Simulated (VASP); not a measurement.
# Ir (Fm-3m) in VASP: a series of runs, part 2 of 3

VASP 6.6.1.

**3. Single point, PBEsol-based screened hybrid**

This run uses another cell than the first one, of 13.76 Å³/atom, 0.923 times its volume.

Input file POSCAR:

```
Ir
1.0
    0.0000000000      1.9017456999      1.9017456999
    1.9017456999      0.0000000000      1.9017456999
    1.9017456999      1.9017456999      0.0000000000
Ir
1
Direct
    0.0000000000      0.0000000000      0.0000000000
```

Input file INCAR.step1:

```
SYSTEM = Ir
PREC = Accurate ; ENCUT = 520
EDIFF = 1E-5 ; ISMEAR = -1
SIGMA = 0.05 ; LREAL = .False.
LASPH = .True. ; NELM = 80
ALGO = Normal ; ISIF = 2
LWAVE = .True. ; LCHARG = .False.
NBANDS = 10 ; GGA = PE
```

Input file INCAR.step2:

```
SYSTEM = Ir
PREC = Accurate ; ENCUT = 520
EDIFF = 1E-6 ; ISMEAR = -1
SIGMA = 0.05 ; LREAL = .False.
LASPH = .True. ; NELM = 80
ALGO = Normal ; ISIF = 2
LWAVE = .False. ; LCHARG = .False.
GGA = PS ; LHFCALC = .True.
AEXX = 0.25 ; HFSCREEN = 0.207
PRECFOCK = Normal ; NBANDS = 10
ISTART = 1
```

Input file KPOINTS:

```
Automatic mesh
0
Gamma
  6 6 6
  0 0 0
```

Potentials or basis: VASP PAW PBE potentials, release 64 (Ir).

On the command line:

```sh
cat potpaw_PBE.64/Ir/POTCAR > POTCAR
cp INCAR.step1 INCAR
mpirun -np 1 vasp_std > vasp.out
cp INCAR.step2 INCAR
mpirun -np 1 vasp_std > vasp.out
```

OUTCAR:

```text
SYSTEM = Ir
   PREC = Accurate
   ENCUT = 520
   EDIFF = 1E-6
   ISMEAR = -1
   LREAL = .False.
   LASPH = .True.
   NELM = 80
   ISIF = 2
   GGA = PS
   LHFCALC = .True.
   AEXX = 0.25
   HFSCREEN = 0.207
   PRECFOCK = Normal
   ISTART = 1

 ion  position               nearest neighbor table
   1  0.000  0.000  0.000-

  LATTYP: Found a face centered cubic cell.
 ALAT       =     3.8034913998

  Lattice vectors:

 A1 = (   0.0000000000,   1.9017456999,   1.9017456999)
 A2 = (   1.9017456999,   0.0000000000,   1.9017456999)
 A3 = (   1.9017456999,   1.9017456999,   0.0000000000)

Analysis of symmetry for initial positions (statically):
[... 5 lines left out ...]
 face centered cubic supercell.

 Subroutine GETGRP returns: Found 48 space group operations
 (whereof 48 operations were pure point group operations)
 out of a pool of 48 trial point group operations.

The static configuration has the point symmetry O_h .

Analysis of symmetry for dynamics (positions and initial velocities):
[... 5 lines left out ...]
 face centered cubic supercell.

 Subroutine GETGRP returns: Found 48 space group operations
 (whereof 48 operations were pure point group operations)
 out of a pool of 48 trial point group operations.

The dynamic configuration has the point symmetry O_h .

 Subroutine INISYM returns: Found 48 space group operations
 (whereof 48 operations are pure point group operations),
 and found     1 'primitive' translations

----------------------------------------------------------------------------------------

                                     Primitive cell

  volume of cell :      13.7558

  direct lattice vectors                    reciprocal lattice vectors
     0.000000000  1.901745700  1.901745700    -0.262916330  0.262916330  0.262916330
     1.901745700  0.000000000  1.901745700     0.262916330 -0.262916330  0.262916330
     1.901745700  1.901745700  0.000000000     0.262916330  0.262916330 -0.262916330

  length of vectors
     2.689474561  2.689474561  2.689474561     0.455384442  0.455384442  0.455384442

  position of ions in fractional coordinates (direct lattice)
     0.000000000  0.000000000  0.000000000

  ion indices of the primitive-cell ions
   primitive index   ion index
                 1           1

----------------------------------------------------------------------------------------

 KPOINTS: Automatic mesh

Automatic generation of k-mesh.
 Grid dimensions read from file:
 generate k-points for:    6    6    6

 Generating k-lattice:

  Cartesian coordinates                     Fractional coordinates (reciprocal lattice)
    -0.043819388  0.043819388  0.043819388     0.166666667  0.000000000  0.000000000
     0.043819388 -0.043819388  0.043819388     0.000000000  0.166666667  0.000000000
     0.043819388  0.043819388 -0.043819388     0.000000000  0.000000000  0.166666667

  Length of vectors
     0.075897407  0.075897407  0.075897407

  Shift w.r.t. Gamma in fractional coordinates (k-lattice)
     0.000000000  0.000000000  0.000000000

 Subroutine IBZKPT returns following result:
 ===========================================

 Found     16 irreducible k-points:

 Following reciprocal coordinates:
[... 6 lines left out ...]
  0.333333  0.166667  0.000000     24.000000
[... 8 lines left out ...]
 -0.333333  0.333333  0.166667     24.000000
 -0.333333  0.500000  0.166667     12.000000
   k-points           NKPTS =     16   k-points in BZ     NKDIM =    216   number of bands    NBANDS=     10
   number of dos      NEDOS =    301   number of ions     NIONS =      1
   total plane-waves  NPLWV =   8000
   dimension x,y,z NGX =    20 NGY =   20 NGZ =   20
   dimension x,y,z NGXF=    40 NGYF=   40 NGZF=   40
   ions per type =               1
   NGX,Y,Z   is equivalent  to a cutoff of  12.36, 12.36, 12.36 a.u.
   NGXF,Y,Z  is equivalent  to a cutoff of  24.73, 24.73, 24.73 a.u.
 SYSTEM =  Ir
   PREC   = accura    normal or accurate (medium, high low for compatibility)
   ISTART =      1    job   : 0-new  1-cont  2-samecut
   ICHARG =      0    charge: 1-file 2-atom 10-const
   ISPIN  =      1    spin polarized calculation?
   LNONCOLLINEAR =      F non collinear calculations
   LSORBIT =      F    spin-orbit coupling
   LASPH  =      T    aspherical Exc in radial PAW
   ENCUT  =  520.0 eV  38.22 Ry    6.18 a.u.   5.00  5.00  5.00*2*pi/ulx,y,z
   NELM   =     80;   NELMIN=  2; NELMDL=  0     # of ELM steps
   EDIFF  = 0.1E-05   stopping-criterion for ELM
   LREAL  =      F    real-space projection
   EDIFFG = 0.1E-04   stopping-criterion for IOM
   NSW    =      0    number of steps for IOM
   IBRION =     -1    ionic relax: 0-MD 1-quasi-New 2-CG
   NFREE  =      0    steps in history (QN), initial steepest desc. (CG)
   ISIF   =      2    stress and relaxation
   ISYM   =      3    0-nonsym 1-usesym 2-fastsym
   POTIM  = 0.5000    time-step for ionic-motion
   TEBEG  =    0.0;   TEEND  =   0.0 temperature during run
   PSTRESS=    0.0 pullay stress
   NELECT =       9.0000    total number of electrons
   NUPDOWN=      -1.0000    fix difference up-down
   EMIN   =  10.00;   EMAX   =-10.00  energy-range for DOS
   EFERMI =   0.00;   METHOD = LEGACY
   ISMEAR =    -1;   SIGMA  =   0.05  broadening in eV -4-tet -1-fermi 0-gaus
   EFERMI_NEDOS =   21; number of points for ismear=-14 and -15
   IALGO  =     38    algorithm
   IMIX   =      1    mixing-type and parameters
     AMIX     =   0.40;   BMIX     =  1.00
     AMIX_MAG =   1.60;   BMIX_MAG =  1.00
  volume/ion in A,a.u.               =      13.76        92.83
  Fermi-wavevector in a.u.,A,eV,Ry     =   1.421215  2.685708 27.481770  2.019853
  Thomas-Fermi vector in A             =   2.542049
   LORBIT       =      0    0 simple, 1 ext, 2 COOP (PROOUT), +10 PAW based schemes
   GGA     = PS    functional components
   LHFCALC =     T    Hartree Fock is set to
   PRECFOCK=normal    Normal, Fast or Accurate (Low or Medium for compatibility)
   ENCUT4O =  -1.0   cutoff for four orbital integrals eV
   NKREDX  =     1    reduce k-point grid by
   NKREDY  =     1    reduce k-point grid by
   NKREDZ  =     1    reduce k-point grid by
   AEXX    =    0.2500 exact exchange contribution
   HFSCREEN=    0.2070 screening length (either q_TF or 0.3 A-1)
   HFSCREENC=   0.2070 screening length for correlation (either q_TF or 0.3 A-1)
   ENCUTFOCK=  -1.0 apply spherical cutoff to Coloumb kernel
   IVDW    =     0    specifies the selected vdW correction
   LEPSILON=     F    determine dielectric tensor
   LRPA    =     F    only Hartree local field effects (RPA)
 non-spin polarized calculation
  energy-cutoff  :      520.00
  volume of cell :       13.76
 maximum number of plane-waves:       388
  NGX = 16; NGY = 16; NGZ = 16

 number of electron       9.0000001 magnetization

 Free energy of the ion-electron system (eV)
  ---------------------------------------------------
  ext. energy  EPLUGINS =         0.00000000
  ---------------------------------------------------
  free energy    TOTEN  =       -10.74479379 eV

  energy without entropy =      -10.73540003  energy(sigma->0) =      -10.74009691

 E-fermi :   9.9154     XC(G=0): -11.5507

 val. band max:        9.8336042485   @ k =   0.5000   0.3333   0.1667
 cond. band min:      10.1319546557   @ k =   0.3333   0.0000   0.0000
 fundamental gap:      0.2983504071
 Fermi energy:         9.9154068652

 k-point     1 :       0.0000    0.0000    0.0000
  band No.  band energies     occupation
      1      -2.1906      2.00000
      2       5.6940      2.00000
      3       5.6940      2.00000
      4       5.6940      2.00000
      5       8.6409      2.00000
      6       8.6409      2.00000
      7      25.8826      0.00000
      8      31.8560      0.00000
      9      31.8560      0.00000
     10      31.8560      0.00000

 k-point     2 :       0.1667    0.0000    0.0000
  band No.  band energies     occupation
      1      -0.8873      2.00000
      2       5.1780      2.00000
      3       6.1504      2.00000
      4       6.1504      2.00000
      5       8.5479      2.00000
      6       8.5479      2.00000
      7      27.5873      0.00000
      8      28.1844      0.00000
      9      33.9347      0.00000
     10      33.9347      0.00000
[... 170 lines left out ...]
 k-point    16 :      -0.3333    0.5000    0.1667
  band No.  band energies     occupation
      1       2.2886      2.00000
      2       3.0699      2.00000
      3       6.7824      2.00000
      4       8.9852      2.00000
      5      12.2905      0.00000
      6      18.1741      0.00000
      7      20.2916      0.00000
      8      22.3008      0.00000
      9      25.0426      0.00000
     10      37.1769      0.00000

------------------------ aborting loop because EDIFF is reached ----------------------------------------

  FORCE on cell =-STRESS in cart. coord.  units (eV):
  Direction    XX          YY          ZZ          XY          YZ          ZX
  --------------------------------------------------------------------------------------
  -------------------------------------------------------------------------------------
  Total        0.2683997      0.2683997      0.2683997      0.0000000     -0.0000000      0.0000000
  in kB       31.2611737     31.2611737     31.2611737      0.0000000     -0.0000000      0.0000000
  external PRESSURE =      31.2611737 kB  Pullay stress =       0.0000000 kB

 VOLUME and BASIS-vectors are now :
 -----------------------------------------------------------------------------
  energy-cutoff  :      520.00
  volume of cell :       13.76
      direct lattice vectors                 reciprocal lattice vectors
     0.000000000  1.901745700  1.901745700    -0.262916330  0.262916330  0.262916330
     1.901745700  0.000000000  1.901745700     0.262916330 -0.262916330  0.262916330
     1.901745700  1.901745700  0.000000000     0.262916330  0.262916330 -0.262916330

 POSITION                                       TOTAL-FORCE (eV/Angst)
 -----------------------------------------------------------------------------------
      0.00000      0.00000      0.00000         0.000000     -0.000000      0.000000
 -----------------------------------------------------------------------------------
    total drift:                               -0.000022     -0.000012     -0.000010

  FREE ENERGIE OF THE ION-ELECTRON SYSTEM (eV)
  ---------------------------------------------------
  free  energy   TOTEN  =       -10.7447937915 eV

  energy  without entropy=      -10.7354000304  energy(sigma->0) =      -10.74009691
```

Run time: 8.5 min. Hardware: 1 thread of Intel Xeon Platinum 8175M at 2.50GHz (Skylake/Cascade Lake), shared host; peak memory 0.23 GiB.

What came out:

```yaml
Free_energy: -10.7448 eV
Pressure: 3.1 GPa
```

Caveat: the k points lie up to 0.48 Å⁻¹ apart; the PAW data sets were made with another functional, which shifts forces and pressure a little; spin-orbit coupling is left out, which moves the levels of the heavy elements.

(Continued in part 3 of 3.)
